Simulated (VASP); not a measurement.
# Co (P6_3/mmc) in VASP: notebook, part 2 of 2

VASP 6.6.1.

## 3. Single point, PBE, collinear spin, ferromagnetic start

This run uses another cell than the first one, of 10.86 Å³/atom.

Contents of INCAR:

```
SYSTEM = Co
PREC = Accurate ; ENCUT = 520
EDIFF = 1E-6 ; ISMEAR = 0
SIGMA = 0.1 ; LREAL = .False.
LASPH = .True. ; NELM = 150
ALGO = Normal ; ISIF = 2
LWAVE = .False. ; LCHARG = .True.
ISPIN = 2 ; MAGMOM = 1.84 1.84
LORBIT = 11 ; LMAXMIX = 4
GGA = PE ; LELF = .True.
LVHAR = .True. ; NBANDS = 20
```

Contents of KPOINTS:

```
regular mesh
0
Gamma
  21 21 10
  0 0 0
```

Contents of POSCAR:

```
Co
1.0
    2.4937685474      0.0000000000      0.0000000000
   -1.2468842737      2.1596669132      0.0000000000
    0.0000000000      0.0000000000      4.0330681214
Co
2
Direct
    0.3333333333      0.6666666667      0.2500000000
    0.6666666667      0.3333333333      0.7500000000
```

Potentials or basis: VASP PAW PBE potentials, release 64 (Co).

Launch:

```console
> cat potpaw_PBE.64/Co/POTCAR > POTCAR
> mpirun -np 1 vasp_std > vasp.out
```

OUTCAR:

```text
SYSTEM = Co
   PREC = Accurate
   ENCUT = 520
   EDIFF = 1E-6
   ISMEAR = 0
   LREAL = .False.
   LASPH = .True.
   NELM = 150
   ISIF = 2
   ISPIN = 2
   LORBIT = 11
   GGA = PE

 ion  position               nearest neighbor table
   1  0.333  0.667  0.250-   2 2.48   2 2.48   2 2.48   2 2.48   2 2.48   2 2.48
   2  0.667  0.333  0.750-   1 2.48   1 2.48   1 2.48   1 2.48   1 2.48   1 2.48

  LATTYP: Found a hexagonal cell.
 ALAT       =     2.4937685474
 C/A-ratio  =     1.6172583962

  Lattice vectors:

 A1 = (   2.4937685474,   0.0000000000,   0.0000000000)
 A2 = (  -1.2468842737,   2.1596669132,   0.0000000000)
 A3 = (   0.0000000000,   0.0000000000,   4.0330681214)

Analysis of symmetry for initial positions (statically):
=====================================================================
 Subroutine PRICEL returns:
 Original cell was already a primitive cell.

 Routine SETGRP: Setting up the symmetry group for a
 hexagonal supercell.

 Subroutine GETGRP returns: Found 24 space group operations
 (whereof 12 operations were pure point group operations)
 out of a pool of 24 trial point group operations.

The static configuration has the point symmetry D_3d.
 The point group associated with its full space group is D_6h.

Analysis of symmetry for dynamics (positions and initial velocities):
=====================================================================
 Subroutine PRICEL returns:
 Original cell was already a primitive cell.

 Routine SETGRP: Setting up the symmetry group for a
 hexagonal supercell.

 Subroutine GETGRP returns: Found 24 space group operations
 (whereof 12 operations were pure point group operations)
 out of a pool of 24 trial point group operations.

The dynamic configuration has the point symmetry D_3d.
 The point group associated with its full space group is D_6h.

Analysis of structural, dynamic, and magnetic symmetry:
=====================================================================
 Subroutine PRICEL returns:
 Original cell was already a primitive cell.

 Routine SETGRP: Setting up the symmetry group for a
 hexagonal supercell.

 Subroutine GETGRP returns: Found 24 space group operations
 (whereof 12 operations were pure point group operations)
 out of a pool of 24 trial point group operations.

The overall configuration has the point symmetry D_3d.
 The point group associated with its full space group is D_6h.

 Subroutine INISYM returns: Found 24 space group operations
 (whereof 12 operations are pure point group operations),
 and found     1 'primitive' translations

----------------------------------------------------------------------------------------

                                     Primitive cell

  volume of cell :      21.7209

  direct lattice vectors                    reciprocal lattice vectors
     2.493768547  0.000000000  0.000000000     0.400999524  0.231517183  0.000000000
    -1.246884274  2.159666913  0.000000000     0.000000000  0.463034366  0.000000000
     0.000000000  0.000000000  4.033068121     0.000000000  0.000000000  0.247950188

  length of vectors
     2.493768547  2.493768547  4.033068121     0.463034366  0.463034366  0.247950188

  position of ions in fractional coordinates (direct lattice)
     0.333333333  0.666666667  0.250000000
     0.666666667  0.333333333  0.750000000

  ion indices of the primitive-cell ions
   primitive index   ion index
                 1           1
[... 63 lines left out ...]
 SYSTEM =  Co
   PREC   = accura    normal or accurate (medium, high low for compatibility)
   ISTART =      0    job   : 0-new  1-cont  2-samecut
   ICHARG =      2    charge: 1-file 2-atom 10-const
   ISPIN  =      2    spin polarized calculation?
   LNONCOLLINEAR =      F non collinear calculations
   LSORBIT =      F    spin-orbit coupling
   LASPH  =      T    aspherical Exc in radial PAW
   ENCUT  =  520.0 eV  38.22 Ry    6.18 a.u.   4.64  4.64  7.50*2*pi/ulx,y,z
   NELM   =    150;   NELMIN=  2; NELMDL= -5     # of ELM steps
   EDIFF  = 0.1E-05   stopping-criterion for ELM
   LREAL  =      F    real-space projection
   EDIFFG = 0.1E-04   stopping-criterion for IOM
   NSW    =      0    number of steps for IOM
   IBRION =     -1    ionic relax: 0-MD 1-quasi-New 2-CG
   NFREE  =      0    steps in history (QN), initial steepest desc. (CG)
   ISIF   =      2    stress and relaxation
   ISYM   =      2    0-nonsym 1-usesym 2-fastsym
   POTIM  = 0.5000    time-step for ionic-motion
   TEBEG  =    0.0;   TEEND  =   0.0 temperature during run
   PSTRESS=    0.0 pullay stress
   NELECT =      18.0000    total number of electrons
   NUPDOWN=      -1.0000    fix difference up-down
   EMIN   =  10.00;   EMAX   =-10.00  energy-range for DOS
   EFERMI =   0.00;   METHOD = LEGACY
   ISMEAR =     0;   SIGMA  =   0.10  broadening in eV -4-tet -1-fermi 0-gaus
   EFERMI_NEDOS =   21; number of points for ismear=-14 and -15
   IALGO  =     38    algorithm
   IMIX   =      4    mixing-type and parameters
     AMIX     =   0.40;   BMIX     =  1.00
     AMIX_MAG =   1.60;   BMIX_MAG =  1.00
  volume/ion in A,a.u.               =      10.86        73.29
  Fermi-wavevector in a.u.,A,eV,Ry     =   1.537704  2.905840 32.171447  2.364535
  Thomas-Fermi vector in A             =   2.644176
   LORBIT       =     11    0 simple, 1 ext, 2 COOP (PROOUT), +10 PAW based schemes
   GGA     = PE    functional components
   LHFCALC =     F    Hartree Fock is set to
   AEXX    =    0.0000 exact exchange contribution
   IVDW    =     0    specifies the selected vdW correction
   LEPSILON=     F    determine dielectric tensor
   LRPA    =     F    only Hartree local field effects (RPA)
 spin polarized calculation
 Gauss-broadening in eV      SIGMA  =   0.10
  energy-cutoff  :      520.00
  volume of cell :       21.72
 maximum number of plane-waves:       606
 NGX is ok and might be reduce to    20
   NGX =  9   NGY =  9   NGZ = 15

 number of electron      17.9999997 magnetization       3.2060817

 Free energy of the ion-electron system (eV)
  ---------------------------------------------------
  ext. energy  EPLUGINS =         0.00000000
  ---------------------------------------------------
  free energy    TOTEN  =       -14.07427790 eV

  energy without entropy =      -14.06502862  energy(sigma->0) =      -14.06965326

 E-fermi :  10.2330     XC(G=0): -13.3983

 val. band max:       10.2298745518   @ k =   0.2381   0.0952   0.4000
 cond. band min:      10.2351401336   @ k =   0.2381   0.1905   0.0000
 fundamental gap:      0.0052655819
 Fermi energy:        10.2330412382

 spin component 1

 k-point     1 :       0.0000    0.0000    0.0000
  band No.  band energies     occupation
      1       1.3424      1.00000
      2       5.1194      1.00000
      3       7.6322      1.00000
      4       7.6535      1.00000
      5       7.6535      1.00000
      6       7.9641      1.00000
[... 541 lines left out ...]
     19      35.2530      0.00000
     20      36.2848      0.00000

 [... further k-points ...]

 spin component 2

 k-point     1 :       0.0000    0.0000    0.0000
  band No.  band energies     occupation
      1       1.3319      1.00000
      2       6.0567      1.00000
      3       9.2578      1.00000
      4       9.2839      1.00000
      5       9.2839      1.00000
      6       9.6482      1.00000
[... 541 lines left out ...]
     19      35.4608      0.00000
     20      36.7058      0.00000

 [... further k-points ...]
[... 5 lines left out ...]
  --------------------------------------------------------------------------------------
  -------------------------------------------------------------------------------------
  Total       -0.1064491     -0.1064491     -0.1261592     -0.0000000     -0.0000000     -0.0000000
  in kB       -7.8518891     -7.8518891     -9.3057434     -0.0000000     -0.0000000     -0.0000000
  external PRESSURE =      -8.3365072 kB  Pullay stress =       0.0000000 kB

 VOLUME and BASIS-vectors are now :
 -----------------------------------------------------------------------------
  energy-cutoff  :      520.00
  volume of cell :       21.72
      direct lattice vectors                 reciprocal lattice vectors
     2.493768547  0.000000000  0.000000000     0.400999524  0.231517183  0.000000000
    -1.246884274  2.159666913  0.000000000     0.000000000  0.463034366  0.000000000
     0.000000000  0.000000000  4.033068121     0.000000000  0.000000000  0.247950188

 POSITION                                       TOTAL-FORCE (eV/Angst)
 -----------------------------------------------------------------------------------
     -0.00000      1.43978      1.00827         0.000000     -0.000000      0.000000
      1.24688      0.71989      3.02480        -0.000000      0.000000      0.000000
 -----------------------------------------------------------------------------------
    total drift:                               -0.000000      0.000000     -0.000000

  FREE ENERGIE OF THE ION-ELECTRON SYSTEM (eV)
  ---------------------------------------------------
  free  energy   TOTEN  =       -14.0742778997 eV

  energy  without entropy=      -14.0650286173  energy(sigma->0) =      -14.06965326

 total charge

# of ion       s       p       d       tot
------------------------------------------
    1        0.488   0.521   7.262   8.271
    2        0.488   0.521   7.262   8.271
--------------------------------------------------
tot          0.976   1.041  14.524  16.542

 magnetization (x)

# of ion       s       p       d       tot
------------------------------------------
    1       -0.015  -0.055   1.694   1.624
    2       -0.015  -0.055   1.694   1.624
--------------------------------------------------
tot         -0.030  -0.110   3.388   3.248
```

Run time: 8.5 min. Hardware: 1 thread of Intel Xeon 8259CL, shared host; peak memory 0.25 GiB.

Results:

```yaml
Free_energy: -14.0743 eV
Pressure: -0.8 GPa
Net_moment: 3.21 μB per cell
Site_moments: Co +1.62 μB
Valence_electrons_inside_the_program's_atomic_spheres: Co 8.27
```

Stress tensor (GPa, compression positive):
```
-0.79  0.00  0.00
 0.00 -0.79  0.00
 0.00  0.00 -0.93
```

Levels at points of the mesh, in eV from the Fermi level:
Spin up:
| k point | band 8 | band 9 | band 10 | band 11 | band 12 | band 13 | band 14 | band 15 |
| --- | --- | --- | --- | --- | --- | --- | --- | --- |
| (0.00, 0.00, 0.00) | -1.93 | -1.93 | -0.83 | -0.83 | -0.06 | 6.35 | 21.98 | 24.53 |
| (0.00, 0.00, 0.50) | -2.65 | -1.14 | -1.14 | -1.14 | -1.14 | 15.02 | 15.02 | 22.71 |
Spin down:
```csv
k point,band 3,band 4,band 5,band 6,band 7,band 8,band 9,band 10,band 11,band 12
"(0.00, 0.00, 0.00)",-0.98,-0.95,-0.95,-0.58,-0.58,-0.16,-0.16,-0.13,1.05,1.05
"(0.00, 0.00, 0.50)",-1.52,-1.52,-1.01,-1.01,-1.01,-1.01,0.71,0.71,0.71,0.71
```

## 4. Single point, PBE, collinear spin, ferromagnetic start

This run uses another cell than the first one, of 11.08 Å³/atom.

Contents of INCAR:

```
SYSTEM = Co
ALGO = Fast
EDIFF = 1E-7
ENCUT = 520
GGA = PE
ISIF = 2
ISMEAR = 0
ISPIN = 2
LASPH = .True.
LCHARG = .True.
LELF = .True.
LMAXMIX = 4
LORBIT = 11
LREAL = .False.
LVHAR = .True.
LWAVE = .False.
MAGMOM = 1.86 1.86
NBANDS = 20
NELM = 150
PREC = Accurate
SIGMA = 0.1
```

Contents of KPOINTS:

```
k-points
0
Gamma
  21 21 10
  0 0 0
```

Contents of POSCAR:

```
Co
1.0
    2.5074000000      0.0000000000      0.0000000000
   -1.2537000000      2.1714720974      0.0000000000
    0.0000000000      0.0000000000      4.0699000000
Co
2
Direct
    0.3333333333      0.6666666667      0.2500000000
    0.6666666667      0.3333333333      0.7500000000
```

Launch:

```console
> cat potpaw_PBE.64/Co/POTCAR > POTCAR
> mpirun -np 1 vasp_std > vasp.out
```

It took 11 min on 1 thread of Intel Xeon 8259CL, shared host; peak memory 0.25 GiB.

It converged, with:

| Item | Value |
| --- | --- |
| Free energy | -14.0665 eV |
| Pressure | -4.6 GPa |
| Net moment | 3.25 μB per cell |
| Site moments | Co +1.65 μB |
| Valence electrons inside the program's atomic spheres | Co 8.23 |

Stress tensor (GPa, compression positive):
```
-4.23  0.00  0.00
 0.00 -4.23  0.00
 0.00  0.00 -5.37
```

Levels at points of the mesh, in eV from the Fermi level:
Spin up:
| k point | band 7 | band 8 | band 9 | band 10 | band 11 | band 12 | band 13 | band 14 | band 15 | band 16 |
| --- | --- | --- | --- | --- | --- | --- | --- | --- | --- | --- |
| (0.00, 0.00, 0.00) | -2.26 | -1.92 | -1.92 | -0.87 | -0.87 | -0.09 | 6.12 | 21.86 | 24.24 | 24.24 |
| (0.00, 0.00, 0.50) | -2.62 | -2.62 | -1.17 | -1.17 | -1.17 | -1.17 | 14.69 | 14.69 | 22.56 | 22.56 |
Spin down:
```
           k point  band 4  band 5  band 6  band 7  band 8  band 9  band 10  band 11
(0.00, 0.00, 0.00)   -0.91   -0.91   -0.56   -0.56   -0.17   -0.13    -0.13     1.04
(0.00, 0.00, 0.50)   -1.49   -0.97   -0.97   -0.97   -0.97    0.71     0.71     0.71
```

Caveat: the cell stands under tension.

## 5. Summary

| cell | gap on the mesh (eV) | pressure (GPa) | moment (μB) |
| --- | --- | --- | --- |
| a = 2.469, b = 2.469, c = 3.992 Å, angles 90.0, 90.0, 120.0°, 2 atoms | none | 5.9 | 3.14 |
| a = 2.494, b = 2.494, c = 4.033 Å, angles 90.0, 90.0, 120.0°, 2 atoms | none | -0.8 | 3.21 |
| a = 2.507, b = 2.507, c = 4.070 Å, angles 90.0, 90.0, 120.0°, 2 atoms | none | -4.6 | 3.25 |

Alike in all rows: task single point; level PBE; potentials or basis VASP PAW PBE potentials, release 64 (Co); spin collinear, ferromagnetic start; k mesh 21 × 21 × 10; cutoff (eV) 520; smearing gaussian 0.1 eV.

Caveats: the cell stands under pressure (at least some runs); the cell stands under tension (at least some runs).

Total energies depend on the potentials used, so only differences within one code and one set of settings carry meaning.
